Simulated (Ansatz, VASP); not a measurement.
**ScTa in VASP and in Ansatz**

```
Sc Ta
1.0
     4.92576    0.00000    0.00000
     0.00000    2.98812    0.00000
     0.00000    0.00000    5.58169
Sc Ta
2 2
Direct
  0.75000 0.00000 0.65101
  0.25000 0.00000 0.34899
  0.75000 0.50000 0.12767
  0.25000 0.50000 0.87233
```

Alike in both runs: functional PBE; k mesh 4 × 6 × 4; occupations gaussian, width 0.1 eV; no spin polarisation.

Ansatz relaxed the structure, and its values are those at the end. VASP's run is a single point on that final structure, the one shown.

|  | VASP | Ansatz |
| --- | --- | --- |
| version | VASP 6.6.1 | Ansatz 0.2.0 |
| potentials or method | VASP PAW PBE potentials, release 64 (Sc_sv, Ta_pv), cutoff 520 eV | scalar-relativistic, plane waves, PAW |
| valence electrons in the cell | 44 | 48 |

Ansatz gave:

| Property | Result |
| --- | --- |
| gap on the k mesh at the Fermi level (eV) | none |
| pressure (GPa) | 0.0 |
| rms of the force components (eV/Å) | 0.007 |

Question: What did VASP give for the same quantities?

Answer: gap on the k mesh at the Fermi level (eV): none; pressure (GPa): 0.1; rms of the force components (eV/Å): 0.008.

A gap of «none» marks a metal or a gap that the smearing closes. With one functional, cell and mesh, what is left measures potentials, basis and numerics. VASP's potentials hold 44 valence electrons a cell and Ansatz's 48, so a difference there can come from the potentials and not from the codes.

Neither program's run includes spin-orbit coupling.
